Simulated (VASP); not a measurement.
Wanted: the native input for a VASP 6.6.1 run.

```yaml
Task: single point
Functional: PBEsol
Potentials_or_basis: VASP PAW PBE potentials, release 64 (Se)
Cutoff: 520 eV
k_mesh: 20 × 20 × 20
Occupations: gaussian, width 0.15 eV
Spin: no spin polarisation
Dipole_correction: no
Further_INCAR_settings: ALGO = Normal; EDIFF = 1e-06; NBANDS = 9
```

The structure of Se lies in POSCAR:

```
Se
1.0
   -1.6182761842      1.6182761842      1.7886210456
    1.6182761842     -1.6182761842      1.7886210456
    1.6182761842      1.6182761842     -1.7886210456
Se
1
Direct
    0.0000000000      0.0000000000      0.0000000000
```

This cell differs from its parent crystal: strain -0.050 along x and y, +0.050 along z.

These files were run (other wordings do the same):

INCAR

```
SYSTEM = Se
  PREC = Accurate
  ENCUT = 520
  EDIFF = 1E-6
  ISMEAR = 0
  SIGMA = 0.15
  LREAL = .False.
  LASPH = .True.
  NELM = 80
  ALGO = Normal
  ISIF = 2
  LWAVE = .False.
  LCHARG = .False.
  GGA = PS
  NBANDS = 9
```

KPOINTS

```
regular mesh
0
Gamma
  20 20 20
  0 0 0
```

Potentials or basis: VASP PAW PBE potentials, release 64 (Se).

Run with:

```bash
$ cat potpaw_PBE.64/Se/POTCAR > POTCAR
$ mpirun -np 1 vasp_std > vasp.out
```

It gave:

```
Pressure               : 2.6 GPa
Band gap on the k mesh : zero (bands 3 and 4 overlap by 7.24 eV)
```

Caveat: the cell differs from its parent crystal (strain -0.050 along x and y, +0.050 along z); the stress differs along the axes, from -2 to 5 GPa; the PAW data sets were made with another functional, which shifts forces and pressure a little.

Run time: 22 s on 1 thread of Intel(R) Xeon(R) 6975P-C (Granite Rapids) (shared host), peak memory 0.22 GiB.
